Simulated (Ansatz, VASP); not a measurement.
**B in VASP and in Ansatz**

```
B
1.0
     0.00000    1.75461    1.75461
     1.75461    0.00000    1.75461
     1.75461    1.75461    0.00000
B
2
Cartesian
  -0.4387 -0.4387 -0.4387
  0.4387 0.4387 0.4387
```

Change from the starting cell: volume scaled by 0.65, PAW files.

Alike in both runs: task single point; functional PBE; k mesh 18 × 18 × 18; occupations fermi-dirac, width 0.05 eV; no spin polarisation.

|  | VASP | Ansatz |
| --- | --- | --- |
| version | VASP 6.6.1 | Ansatz 0.2.0 |
| potentials or method | VASP PAW PBE potentials, release 64 (B) | PAW with Ansatz's default frozen-core files, scalar-relativistic |
| plane-wave cutoff (eV) | 520 | 420 |
| valence electrons in the cell | 6 | 6 |

Ansatz gave:

```
pressure (GPa) : 160.3
```

Q: Which values does VASP return?

A: Pressure (GPa): 160.7.

Both programs put the cell under a high pressure, so it lies far from rest at this level.

Noted on VASP's run: the cell as given lies far from equilibrium.
